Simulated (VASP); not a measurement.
Mo: single point with LDA

Crystal: Mo.

```
CELL_PARAMETERS angstrom
-1.56285 1.56285 1.56285
1.56285 -1.56285 1.56285
1.56285 1.56285 -1.56285
ATOMIC_POSITIONS crystal
Mo 0.00000 0.00000 0.00000
```

- Program: VASP 6.6.1
- Task: single point
- Functional: LDA
- Potentials or basis: VASP PAW LDA potentials, release 64 (Mo_sv)
- Cutoff: 520 eV
- k mesh: 13 × 13 × 13
- Occupations: methfessel-paxton, width 0.1 eV
- Spin: no spin polarisation
- Dipole correction: no
- Further INCAR settings: ALGO = Normal; EDIFF = 1e-06; NBANDS = 13

The pressure is -3.2 GPa. The band gap on the k mesh is zero (band 7 reaches 16.60 eV, above the bottom of band 8 at 11.43 eV).

Levels at points of the mesh, in eV from the Fermi level:
| k point | band 4 | band 5 | band 6 | band 7 | band 8 | band 9 | band 10 | band 11 |
| --- | --- | --- | --- | --- | --- | --- | --- | --- |
| (0.00, 0.00, 0.00) | -34.47 | -7.45 | -1.57 | -1.57 | -1.57 | 1.53 | 1.53 | 14.71 |

Run time: 5 s on 1 thread of Intel(R) Xeon(R) 6975P-C (Granite Rapids) (shared host), peak memory 0.12 GiB.
